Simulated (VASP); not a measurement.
Input of a VASP 6.6.1 run:

File INCAR:

```
PREC = Accurate ; ENCUT = 520
EDIFF = 1E-8 ; ISMEAR = -1
SIGMA = 0.08 ; LREAL = False
LASPH = True ; NELM = 80
ALGO = Normal ; ISIF = 2
LWAVE = False ; LCHARG = False
GGA = PS ; LEFG = True
NBANDS = 17
```

KPOINTS

```
Automatic mesh
0
Gamma
  11 11 11
```

Contents of POSCAR:

```
SnTe
1.0
    0.0000000000      3.1880650000      3.1565000000
    3.1880650000      0.0000000000      3.1565000000
    3.1880650000      3.1880650000      0.0000000000
Sn Te
1 1
Direct
    0.0000000000      0.0000000000      0.0000000000
    0.5000000000      0.5000000000      0.5000000000
```

Potentials or basis: VASP PAW PBE potentials, release 64 (Sn_d, Te).

Run with:

```sh
$ cat potpaw_PBE.64/Sn_d/POTCAR potpaw_PBE.64/Te/POTCAR > POTCAR
$ mpirun -np 1 vasp_std > vasp.out
```

Question: Estimate the pressure.

Answer: -1.4 GPa.

Question: Estimate the band gap on the k mesh.

Answer: 0.41 eV, direct.

Electric field gradients, principal values (V/Å²):
| atom | least | middle | greatest (by size) |
| --- | --- | --- | --- |
| 1 Sn | 7.396 | 7.399 | -14.794 |
| 2 Te | 1.787 | 1.787 | -3.575 |

Caveat: the cell differs from its parent crystal (equal xx and yy strain of +1 %); without QUAD_EFG the Cq values of the log hold for a quadrupole moment of 1 mb, not for the nuclei; the PAW data sets were made with another functional, which shifts forces and pressure a little; spin-orbit coupling is left out, which moves the levels of the heavy elements. A k mesh can miss the band edges.
